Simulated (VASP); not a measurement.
MnS: single point with PBE

MnS:

```
CELL_PARAMETERS angstrom
0.00000 2.47346 2.47346
2.47346 0.00000 2.47346
2.47346 2.47346 0.00000
ATOMIC_POSITIONS crystal
Mn 0.00000 0.00000 0.00000
S 0.75000 0.75000 0.75000
```

```json
{"Program": "VASP 6.6.1", "Task": "single point", "Functional": "PBE", "Potentials or basis": "VASP PAW PBE potentials, release 64 (Mn_pv, S)", "Cutoff": "520 eV", "k mesh": "9 × 9 × 9", "Occupations": "gaussian, width 0.028 eV", "Spin": "collinear spin, ferromagnetic start", "Starting moments": "[4.0, 0.0] μB"}
```

The pressure is 4.4 GPa and the net moment is 0.61 μB per cell. The site moments are Mn +0.47; S -0.02 μB and the valence electrons inside the program's atomic spheres are Mn 12.03; S 3.75.

Levels at points of the mesh, in eV from the Fermi level:
Spin up:
```tsv
k point	band 8	band 9	band 10	band 11	band 12	band 13
(0.00, 0.00, 0.00)	-1.17	-1.17	3.48	3.48	3.48	3.69
```
Spin down:
| k point | band 7 | band 8 | band 9 | band 10 | band 11 | band 12 |
| --- | --- | --- | --- | --- | --- | --- |
| (0.00, 0.00, 0.00) | -4.70 | -0.55 | -0.55 | 3.74 | 3.74 | 3.74 |

Run time: 7.5 min on 1 thread of AMD EPYC 7R43 64-Core Processor (Zen 3), on a shared host, peak memory 0.15 GiB.

Caveat: the moment fell far below its start of 4 μB, so a state of higher moment may lie lower in energy; a cell with one magnetic atom can't hold antiferromagnetic order, which such compounds often take; semilocal functionals often make such compounds metallic where correlation or magnetic order opens a gap, which also shifts bond lengths. With open d or f shells a metallic result of PBE can be an artefact of self-interaction; +U or a hybrid may open a gap.
